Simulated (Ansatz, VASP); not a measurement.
# Two plane-wave programs on HfB

```xyz
2
Lattice="0.0000 2.3404 2.3404 2.3404 0.0000 2.3404 2.3404 2.3404 0.0000" Properties=species:S:1:pos:R:3 pbc="T T T"
Hf    2.3404    2.3404    2.3404
B     0.0000    0.0000    0.0000
```

Alike in both runs: task single point; functional PBE; k mesh 9 × 9 × 9; occupations fermi-dirac, width 0.15 eV; no spin polarisation.

```csv
,VASP,Ansatz
version,VASP 6.6.1,Ansatz 0.2.0
potentials or method,"VASP PAW PBE potentials, release 64 (Hf_pv, B), cutoff 520 eV","plane waves, PAW"
valence electrons in the cell,13,29
```

```csv
,VASP,Ansatz,Ansatz less VASP
pressure (GPa),20.4,19.8,-0.61
```

With one functional, cell and mesh, what is left measures potentials, basis and numerics. VASP's potentials hold 13 valence electrons a cell and Ansatz's 29, so a difference there can come from the potentials and not from the codes.

Spin-orbit coupling is off throughout.
